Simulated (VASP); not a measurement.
Write the native input for VASP 6.6.1 that does the following.

* Task: single point
* Functional: LDA
* Potentials or basis: VASP PAW LDA potentials, release 64 (Sn_d, Te)
* Cutoff: 520 eV
* k mesh: 4 × 4 × 4
* Occupations: fermi-dirac, width 0.1 eV
* Spin: no spin polarisation
* Dipole correction: no
* Further INCAR settings: ALGO = Normal; EDIFF = 1e-06; NBANDS = 24

The structure of SnTe3 lies in POSCAR:

```
SnTe3
1.0
    0.0000000000      3.8612190000      3.8612190000
    3.8612190000      0.0000000000      3.8612190000
    3.8612190000      3.8612190000      0.0000000000
Sn Te
1 3
Direct
    0.0000000000      0.0000000000      0.0000000000
    0.2500000000      0.2500000000      0.2500000000
    0.7500000000      0.7500000000      0.7500000000
    0.5000000000      0.5000000000      0.5000000000
```

These files were run (other wordings do the same):

INCAR

```
SYSTEM = SnTe3
ALGO = Normal
EDIFF = 1E-6
ENCUT = 520
GGA = CA
ISIF = 2
ISMEAR = -1
LASPH = .True.
LCHARG = .False.
LREAL = .False.
LWAVE = .False.
NBANDS = 24
NELM = 100
PREC = Accurate
SIGMA = 0.1
```

KPOINTS

```
k-points
0
Gamma
  4 4 4
  0 0 0
```

Potentials or basis: VASP PAW LDA potentials, release 64 (Sn_d, Te).

Run with:

```sh
$ cat potpaw_LDA.64/Sn_d/POTCAR potpaw_LDA.64/Te/POTCAR > POTCAR
$ mpirun -np 1 vasp_std > vasp.out
```

Results of the run:

```
Pressure               : -3.5 GPa
Band gap on the k mesh : zero (band 16 reaches 7.94 eV, above the bottom of band 17 at 5.71 eV)
```

Caveat: spin-orbit coupling is left out, which moves the levels of the heavy elements.

Wall time 22 s on 1 thread of AMD EPYC 7R43 64-Core Processor (Zen 3), on a shared host, peak memory 0.17 GiB.
